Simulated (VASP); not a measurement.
A run of VASP 6.6.1:

INCAR

```
SYSTEM = Al
PREC     = Accurate       ! precision mode
ENCUT    = 520            ! plane-wave cutoff, eV
EDIFF    = 1E-6           ! SCF threshold, eV
ISMEAR   = 1              ! smearing method
SIGMA    = 0.1            ! smearing width, eV
LREAL    = .FALSE.        ! projectors in reciprocal space
LASPH    = .TRUE.         ! aspherical terms in the spheres
NELM     = 60             ! most SCF steps
ALGO     = Normal         ! electronic algorithm
ISIF     = 2              ! what is computed and relaxed
LWAVE    = .FALSE.        ! write WAVECAR
LCHARG   = .FALSE.        ! write CHGCAR
GGA      = PS             ! functional
NBANDS   = 8              ! bands
```

File KPOINTS:

```
Automatic mesh
0
G
  20 20 20
  0 0 0
```

File POSCAR:

```
Al
1.0
    0.0000000000      2.0073722414      2.0073722414
    2.0073722414      0.0000000000      2.0073722414
    2.0073722414      2.0073722414      0.0000000000
Al
1
Direct
    0.0000000000      0.0000000000      0.0000000000
```

Potentials or basis: VASP PAW PBE potentials, release 64 (Al).

Run with:

```console
$ cat potpaw_PBE.64/Al/POTCAR > POTCAR
$ mpirun -np 1 vasp_std > vasp.out
```

Hardware: 1 thread of AMD EPYC 9R45 96-Core Processor (Zen 5) (shared host).

Problem. How long does it take, and how much memory?

Solution. Wall time 16 s on 1 thread of AMD EPYC 9R45 96-Core Processor (Zen 5), with other jobs on the host, peak memory 0.12 GiB. Counts: scf iterations 9, k points 256.
